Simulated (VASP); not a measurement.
Crystal: GaMo.

```xyz
2
Lattice="3.3784 0.0000 0.0000 0.0000 3.3784 0.0000 0.0000 0.0000 3.3784" Properties=species:S:1:pos:R:3 pbc="T T T"
Ga    0.0000    0.0000    0.0000
Mo    1.6892    1.6892    1.6892
```

The cell was generated, and may not be a known phase.

| Item | Value |
| --- | --- |
| Program | VASP 6.6.1 |
| Task | relaxation of cell and atoms |
| Functional | PBE |
| Potentials or basis | VASP PAW PBE potentials, release 64 (Ga_d, Mo_sv) |
| Cutoff | 600 eV |
| k mesh | 6 × 6 × 6 |
| Occupations | gaussian, width 0.2 eV |
| Spin | no spin polarisation |

At the start: pressure -23.9 GPa; volume 19.28 Å³/atom.

Task: Where does the relaxation end?

Result: Over 4 steps the energy falls by 373.5 meV/atom and the volume is 15.29 Å³/atom (-20.7 %); space group Pm-3m (No. 221, to 0.1 Å) before and after.

Step by step:
```tsv
step	energy change (eV)	largest force (eV/Å)	pressure (GPa)	volume (Å³)
1	0.0000	0.0000	-23.91	38.56
2	0.1705	0.0000	61.37	24.63
3	-0.7455	0.0000	-1.67	30.80
4	-0.7470	0.0000	-0.40	30.58
```

Final structure:
```
Ga Mo
1.0
     3.12716    0.00000    0.00000
     0.00000    3.12716    0.00000
     0.00000    0.00000    3.12716
Ga Mo
1 1
Direct
  0.00000 0.00000 0.00000
  0.50000 0.50000 0.50000
```

Caveat: the volume moved by over 15 % at a fixed basis, so the end points are rough.
